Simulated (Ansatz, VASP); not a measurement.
Re: VASP beside Ansatz

The input INCAR:

```
ALGO = Normal
EDIFF = 1E-7
ENCUT = 520
GGA = RE
ISIF = 2
ISMEAR = -1
LASPH = True
LCHARG = False
LREAL = False
LWAVE = False
NBANDS = 14
NELM = 100
PREC = Accurate
SIGMA = 0.1
```

The input KPOINTS:

```
k-points
0
Gamma
  11 11 11
```

POSCAR

```
Re
1.0
    0.0000000000      2.7169153629      2.7169153629
    2.7169153629      0.0000000000      2.7169153629
    2.7169153629      2.7169153629      0.0000000000
Re
2
Direct
    0.1250000000      0.1250000000      0.1250000000
    0.8750000000      0.8750000000      0.8750000000
```

Input for Ansatz:

```yaml
crystal:
  lattice:
    - [0.0, 2.7169153629, 2.7169153629]
    - [2.7169153629, 0.0, 2.7169153629]
    - [2.7169153629, 2.7169153629, 0.0]
  atoms:
    - { symbol: Re, position: [0.125, 0.125, 0.125] }
    - { symbol: Re, position: [0.875, 0.875, 0.875] }
hamiltonian:
  xc: revpbe
  pseudopotentials:
    kind: paw
    azcp:
      Re: "pseudopotentials/Re.paw.azcp"
basis:
  ecutwfc: 420
  fft_grid_basis: typed
kpoints:
  mp_grid: { grid: [11, 11, 11], shift: [0, 0, 0] }
magnetization:
  spin_polarized: false
scf:
  occupations: { method: fermi_dirac, width: 0.1 }
  lower_state_search: "off"
output:
  stress: true
```

Alike in both runs: task single point; functional revPBE; k mesh 11 × 11 × 11; occupations fermi-dirac, width 0.1 eV; no spin polarisation.

```csv
,VASP,Ansatz
version,VASP 6.6.1,Ansatz 0.2.0
potentials or method,"VASP PAW PBE potentials, release 64 (Re), cutoff 520 eV","plane waves (420 eV) with PAW, scalar-relativistic"
valence electrons in the cell,14,30
```

VASP gave:

| Quantity | Value |
| --- | --- |
| pressure (GPa) | 25.9 |

Question: Estimate Ansatz's values.

Answer: Pressure (GPa): 28.8.

VASP's potentials were made for PBE, not for revPBE. VASP's potentials hold 14 valence electrons a cell and Ansatz's 30, so a difference there can come from the potentials and not from the codes.

Spin-orbit coupling is off throughout.
